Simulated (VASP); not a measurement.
Set up this calculation in VASP 6.6.1, as the native input.

```
Task                   : electric field gradients
Functional             : PBEsol
Potentials or basis    : VASP PAW PBE potentials, release 64 (Na_pv)
Cutoff                 : 400 eV
k mesh                 : 12 × 12 × 12
Occupations            : fermi-dirac, width 0.05 eV
Spin                   : no spin polarisation
Dipole correction      : no
Further INCAR settings : ALGO = Normal; EDIFF = 1e-08; NBANDS = 10
```

The structure of Na lies in POSCAR:

```
Na
1.0
   -2.0863450653      2.0863450653      2.0863450653
    2.0863450653     -2.0863450653      2.0863450653
    2.0863450653      2.0863450653     -2.0863450653
Na
1
Direct
    0.0000000000      0.0000000000      0.0000000000
```

This cell differs from its parent crystal: volume scaled by 0.975.

One way to write it, as run:

INCAR

```
ALGO     = Normal         # electronic algorithm
EDIFF    = 1E-8           # SCF threshold, eV
ENCUT    = 400            # plane-wave cutoff, eV
GGA      = PS             # functional
GGA_COMPAT= F            
ISIF     = 2              # what is computed and relaxed
ISMEAR   = -1             # smearing method
LASPH    = T              # aspherical terms in the spheres
LCHARG   = F              # write CHGCAR
LEFG     = T            
LREAL    = F              # projectors in reciprocal space
LWAVE    = F              # write WAVECAR
NBANDS   = 10             # bands
NELM     = 120            # most SCF steps
PREC     = Accurate       # precision mode
SIGMA    = 0.05           # smearing width, eV
```

KPOINTS

```
k-points
0
Gamma
  12 12 12
```

Potentials or basis: VASP PAW PBE potentials, release 64 (Na_pv).

Command:

```console
$ cat potpaw_PBE.64/Na_pv/POTCAR > POTCAR
$ mpirun -np 1 vasp_std > vasp.out
```

It gave:

| Quantity | Value |
| --- | --- |
| Pressure | -0.2 GPa |

Caveat: without QUAD_EFG the Cq values of the log hold for a quadrupole moment of 1 mb, not for the nuclei; the PAW data sets were made with another functional, which shifts forces and pressure a little.

Wall time 14 s on 1 thread of AMD EPYC 7R43 64-Core Processor (Zen 3) (shared host), peak memory 0.1 GiB.
